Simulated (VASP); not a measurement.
Here is a VASP 6.6.1 calculation.

INCAR

```
SYSTEM = Zr3SeS2
PREC = Accurate ; ENCUT = 520
EDIFF = 1E-6 ; ISMEAR = 0
SIGMA = 0.1 ; LREAL = .False.
LASPH = .True. ; NELM = 100
ALGO = Normal ; ISIF = 2
LWAVE = .False. ; LCHARG = .False.
GGA = PE ; NBANDS = 36
```

File KPOINTS:

```
Automatic mesh
0
Gamma
  8 8 10
  0 0 0
```

POSCAR

```
Zr3SeS2
1.0
    3.1188923432     -5.6648423266      0.0000000000
    3.1188923432      5.6648423266      0.0000000000
    0.0000000000      0.0000000000      3.8531705251
Zr Se S
3 1 2
Direct
    0.0000000000      0.5000000000      0.0000000000
    0.5000000000      0.0000000000      0.0000000000
    0.5000000000      0.5000000000      0.5000000000
    0.0000000000      0.0000000000      0.5000000000
    0.2814218843      0.7185781157      0.5000000000
    0.7185781157      0.2814218843      0.5000000000
```

Potentials or basis: VASP PAW PBE potentials, release 64 (Zr_sv, Se, S).

The run is started by

```console
$ cat potpaw_PBE.64/Zr_sv/POTCAR potpaw_PBE.64/Se/POTCAR potpaw_PBE.64/S/POTCAR > POTCAR
$ mpirun -np 1 vasp_std > vasp.out
```

(1) What does it give for the pressure?

(2) Estimate the band gap on the k mesh.

Results:

(1) 0.0 GPa.

(2) zero (bands 27 and 28 overlap by 0.97 eV).
